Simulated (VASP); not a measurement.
# Be (P6_3/mmc) in VASP: notebook

Be is run at these levels: PBEsol; tasks: single point.

Program: VASP 6.6.1. These are calculated values, not measurements. Logs are shortened: lines on timing, memory, paths and dates and some standing lists are left out, and cuts for length are marked.

### 1 The cell of the first run

Symmetry: P6_3/mmc, No. 194, hexagonal system. Conventional cell: a = 2.300 Å, b = 2.300 Å, c = 3.601 Å, α = 90.00°, β = 90.00°, γ = 120.00°. Within 3.0 Å of Be (site symmetry -6m2) lie 12 Be at 2.24 to 2.30 Å.

### 2 Single point, PBEsol

The input, INCAR:

```
PREC = Accurate
ENCUT = 520
EDIFF = 1E-7
ISMEAR = 0
SIGMA = 0.15
LREAL = False
LASPH = True
NELM = 80
ALGO = Normal
ISIF = 2
LWAVE = False
LCHARG = False
GGA = PS
NBANDS = 9
```

The input, KPOINTS:

```
regular mesh
0
Gamma
  24 24 14
```

The input, POSCAR:

```
Be
1.0
    2.2995019849      0.0000000000      0.0000000000
   -1.1497509925      1.9914271350      0.0000000000
    0.0000000000      0.0000000000      3.6009000000
Be
2
Direct
    0.3333333333      0.6666666667      0.2500000000
    0.6666666667      0.3333333333      0.7500000000
```

Potentials or basis: VASP PAW PBE potentials, release 64 (Be).

Command:

```sh
cat potpaw_PBE.64/Be/POTCAR > POTCAR
mpirun -np 1 vasp_std > vasp.out
```

OUTCAR:

```text
PREC = Accurate
   ENCUT = 520
   EDIFF = 1E-7
   ISMEAR = 0
   LREAL = False
   LASPH = True
   NELM = 80
   ISIF = 2
   GGA = PS

 ion  position               nearest neighbor table
   1  0.333  0.667  0.250-   2 2.24   2 2.24   2 2.24   2 2.24   2 2.24   2 2.24
   2  0.667  0.333  0.750-   1 2.24   1 2.24   1 2.24   1 2.24   1 2.24   1 2.24

  LATTYP: Found a hexagonal cell.
 ALAT       =     2.2995019849
 C/A-ratio  =     1.5659477677

  Lattice vectors:

 A1 = (   2.2995019849,   0.0000000000,   0.0000000000)
 A2 = (  -1.1497509925,   1.9914271350,   0.0000000000)
 A3 = (   0.0000000000,   0.0000000000,   3.6009000000)

Analysis of symmetry for initial positions (statically):
=====================================================================
 Subroutine PRICEL returns:
 Original cell was already a primitive cell.

 Routine SETGRP: Setting up the symmetry group for a
 hexagonal supercell.

 Subroutine GETGRP returns: Found 24 space group operations
 (whereof 12 operations were pure point group operations)
 out of a pool of 24 trial point group operations.

The static configuration has the point symmetry D_3d.
 The point group associated with its full space group is D_6h.

Analysis of symmetry for dynamics (positions and initial velocities):
=====================================================================
 Subroutine PRICEL returns:
 Original cell was already a primitive cell.

 Routine SETGRP: Setting up the symmetry group for a
 hexagonal supercell.

 Subroutine GETGRP returns: Found 24 space group operations
 (whereof 12 operations were pure point group operations)
 out of a pool of 24 trial point group operations.

The dynamic configuration has the point symmetry D_3d.
 The point group associated with its full space group is D_6h.

 Subroutine INISYM returns: Found 24 space group operations
 (whereof 12 operations are pure point group operations),
 and found     1 'primitive' translations

----------------------------------------------------------------------------------------

                                     Primitive cell

  volume of cell :      16.4896

  direct lattice vectors                    reciprocal lattice vectors
     2.299501985  0.000000000  0.000000000     0.434876772  0.251076221  0.000000000
    -1.149750993  1.991427135  0.000000000     0.000000000  0.502152443  0.000000000
     0.000000000  0.000000000  3.600900000     0.000000000  0.000000000  0.277708351

[... 82 lines left out ...]
   NELM   =     80;   NELMIN=  2; NELMDL= -5     # of ELM steps
   EDIFF  = 0.1E-06   stopping-criterion for ELM
   LREAL  =      F    real-space projection
   EDIFFG = 0.1E-05   stopping-criterion for IOM
   NSW    =      0    number of steps for IOM
   IBRION =     -1    ionic relax: 0-MD 1-quasi-New 2-CG
   NFREE  =      0    steps in history (QN), initial steepest desc. (CG)
   ISIF   =      2    stress and relaxation
   ISYM   =      2    0-nonsym 1-usesym 2-fastsym
   POTIM  = 0.5000    time-step for ionic-motion
   TEBEG  =    0.0;   TEEND  =   0.0 temperature during run
   PSTRESS=    0.0 pullay stress
   NELECT =       4.0000    total number of electrons
   NUPDOWN=      -1.0000    fix difference up-down
   EMIN   =  10.00;   EMAX   =-10.00  energy-range for DOS
   EFERMI =   0.00;   METHOD = LEGACY
   ISMEAR =     0;   SIGMA  =   0.15  broadening in eV -4-tet -1-fermi 0-gaus
   EFERMI_NEDOS =   21; number of points for ismear=-14 and -15
   IALGO  =     38    algorithm
   IMIX   =      4    mixing-type and parameters
     AMIX     =   0.40;   BMIX     =  1.00
     AMIX_MAG =   1.60;   BMIX_MAG =  1.00
  volume/ion in A,a.u.               =       8.24        55.64
  Fermi-wavevector in a.u.,A,eV,Ry     =   1.020998  1.929407 14.183227  1.042438
  Thomas-Fermi vector in A             =   2.154599
   LORBIT       =      0    0 simple, 1 ext, 2 COOP (PROOUT), +10 PAW based schemes
   GGA     = PS    functional components
   LHFCALC =     F    Hartree Fock is set to
   AEXX    =    0.0000 exact exchange contribution
   IVDW    =     0    specifies the selected vdW correction
   LEPSILON=     F    determine dielectric tensor
   LRPA    =     F    only Hartree local field effects (RPA)
 non-spin polarized calculation
 Gauss-broadening in eV      SIGMA  =   0.15
  energy-cutoff  :      520.00
  volume of cell :       16.49
 maximum number of plane-waves:       470
 NGX is ok and might be reduce to    18
   NGX =  9   NGY =  9   NGZ = 13

 number of electron       4.0000000 magnetization

 Free energy of the ion-electron system (eV)
  ---------------------------------------------------
  ext. energy  EPLUGINS =         0.00000000
  ---------------------------------------------------
  free energy    TOTEN  =        -7.98208048 eV

  energy without entropy =       -7.97981615  energy(sigma->0) =       -7.98094831

 E-fermi :   6.6285     XC(G=0): -10.4712

 val. band max:        6.6137957982   @ k =   0.3333   0.2917   0.3571
 cond. band min:       6.6512833288   @ k =   0.2917   0.2500   0.0000
 fundamental gap:      0.0374875305
 Fermi energy:         6.6285243587

 k-point     1 :       0.0000    0.0000    0.0000
  band No.  band energies     occupation
      1      -4.4368      2.00000
      2       2.4174      2.00000
      3       7.7575      0.00000
      4      22.0465      0.00000
      5      22.0465      0.00000
      6      24.8383      0.00000
      7      24.8383      0.00000
      8      27.0254      0.00000
      9      33.0137      0.00000
[... 265 lines left out ...]
 k-point    24 :       0.4583    0.0417    0.0000
  band No.  band energies     occupation
      1       1.6721      2.00000
      2       3.7732      2.00000
      3      10.0859      0.00000
      4      13.1664      0.00000
      5      13.2680      0.00000
      6      14.7790      0.00000
      7      17.3417      0.00000
      8      22.9976      0.00000
      9      25.8332      0.00000

 [... further k-points ...]
[... 5 lines left out ...]
  --------------------------------------------------------------------------------------
  -------------------------------------------------------------------------------------
  Total       -0.5931065     -0.5931065     -0.4795616      0.0000000      0.0000000      0.0000000
  in kB      -57.6280611    -57.6280611    -46.5956879      0.0000000      0.0000000      0.0000000
  external PRESSURE =     -53.9506034 kB  Pullay stress =       0.0000000 kB

 VOLUME and BASIS-vectors are now :
 -----------------------------------------------------------------------------
  energy-cutoff  :      520.00
  volume of cell :       16.49
      direct lattice vectors                 reciprocal lattice vectors
     2.299501985  0.000000000  0.000000000     0.434876772  0.251076221  0.000000000
    -1.149750993  1.991427135  0.000000000     0.000000000  0.502152443  0.000000000
     0.000000000  0.000000000  3.600900000     0.000000000  0.000000000  0.277708351

 POSITION                                       TOTAL-FORCE (eV/Angst)
 -----------------------------------------------------------------------------------
     -0.00000      1.32762      0.90023        -0.000000      0.000000      0.000000
      1.14975      0.66381      2.70068         0.000000      0.000000      0.000000
 -----------------------------------------------------------------------------------
    total drift:                                0.000000     -0.000000      0.000000

  FREE ENERGIE OF THE ION-ELECTRON SYSTEM (eV)
  ---------------------------------------------------
  free  energy   TOTEN  =        -7.9820804803 eV

  energy  without entropy=       -7.9798161496  energy(sigma->0) =       -7.98094831
```

stdout:

```text
POSCAR found type information on POSCAR Be
 POSCAR found :  1 types and       2 ions
 scaLAPACK will be used
 -----------------------------------------------------------------------------
|                                                                             |
|                                                                             |
|     You enforced a specific xc type in the INCAR file but a different       |
|     I HOPE YOU KNOW WHAT YOU ARE DOING!                                     |
|                                                                             |
 -----------------------------------------------------------------------------

 LDA part: xc-table for (Slater+PW92), standard interpolation
 POSCAR, INCAR and KPOINTS ok, starting setup
 FFT: planning ... GRIDC
 FFT: planning ... GRID_SOFT
 FFT: planning ... GRID
 WAVECAR not read
 entering main loop
```

Wall time 19 s (1 thread of Intel Xeon 6975P-C (Granite Rapids), shared host); peak memory 0.17 GiB.

Results:

| Quantity | Value |
| --- | --- |
| Free energy | -7.9821 eV |
| Pressure | -5.4 GPa |
| Band gap on the k mesh | zero (band 2 reaches 7.63 eV, above the bottom of band 3 at 5.59 eV) |

Caveat: the PAW data sets were made with another functional, which shifts forces and pressure a little.

### 3 Single point, PBEsol

The input, INCAR:

```
SYSTEM = Be
PREC = Accurate
ENCUT = 520
EDIFF = 1E-7
ISMEAR = 0
SIGMA = 0.15
LREAL = .False.
LASPH = .True.
NELM = 80
ALGO = Normal
ISIF = 2
LWAVE = .False.
LCHARG = .False.
GGA = PS
NBANDS = 9
```

The input, KPOINTS:

```
regular mesh
0
Gamma
  24 24 14
  0 0 0
```

POSCAR is that of step 2.

Potentials or basis: VASP PAW PBE potentials, release 64 (Be).

Command:

```sh
cat potpaw_PBE.64/Be/POTCAR > POTCAR
mpirun -np 1 vasp_std > vasp.out
```

Run time: 18 s. Hardware: 1 thread of Intel Xeon 6975P-C (Granite Rapids), shared host; peak memory 0.17 GiB.

The run converged. Its results:

- Free energy: -7.9821 eV
- Pressure: -5.4 GPa
- Band gap on the k mesh: zero (band 2 reaches 7.63 eV, above the bottom of band 3 at 5.59 eV)

Stress tensor (GPa, compression positive):
```
-5.76  0.00  0.00
 0.00 -5.76  0.00
 0.00  0.00 -4.66
```

Levels at points of the mesh, in eV from the Fermi level:
```csv
k point,band 1,band 2,band 3,band 4,band 5,band 6
"(0.00, 0.00, 0.00)",-11.07,-4.21,1.13,15.42,15.42,18.21
"(0.50, 0.00, 0.00)",-4.84,-3.06,3.58,6.40,6.59,9.07
"(0.00, 0.00, 0.50)",-8.93,-8.93,10.58,10.58,17.03,17.03
"(0.50, 0.00, 0.50)",-3.48,-3.48,1.48,1.48,11.63,11.63
```

Caveat: the PAW data sets were made with another functional, which shifts forces and pressure a little.
